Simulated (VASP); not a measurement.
A run of VASP 6.6.1 is set up as follows.

The input INCAR:

```
SYSTEM = Al
  ALGO = Fast
  EDIFF = 1E-7
  ENCUT = 520
  GGA = PS
  ISIF = 2
  ISMEAR = 0
  IVDW = 12
  LASPH = .TRUE.
  LCHARG = .FALSE.
  LREAL = .FALSE.
  LWAVE = .FALSE.
  NBANDS = 10
  NELM = 60
  PREC = Accurate
  SIGMA = 0.15
```

Contents of KPOINTS:

```
k-points
0
G
  18 18 10
  0 0 0
```

File POSCAR:

```
Al
1.0
    2.8124553515      0.0000000000      0.0000000000
   -1.4062276757      2.4356577814      0.0000000000
    0.0000000000      0.0000000000      4.8668500000
Al
2
Direct
    0.7898366794      0.5796733588      0.7500000000
    0.3333333333      0.6666666667      0.2500000000
```

Potentials or basis: VASP PAW PBE potentials, release 64 (Al).

Launch:

```sh
$ cat potpaw_PBE.64/Al/POTCAR > POTCAR
$ mpirun -np 1 vasp_std > vasp.out
```

Task: What does it give for the largest force?

Result: 0.098 eV/Å.

Task: What does it give for the band gap on the k mesh?

Result: Zero (band 3 reaches 11.53 eV, above the bottom of band 4 at 4.49 eV).

Task: Estimate the dispersion energy per atom.

Result: -0.314 eV.

Task: What does it give for the pressure?

Result: -3.3 GPa.

Forces in eV/Å, atoms in the order of the input:
```
Al   0.000 -0.098  0.000
Al   0.000  0.098  0.000
```

Caveat: the cell differs from its parent crystal (atom 1 (Al) moved by (+0.000, +0.600) A along x and y); the PAW data sets were made with another functional, which shifts forces and pressure a little; pairwise dispersion overbinds metals, which lowers pressure and volume.
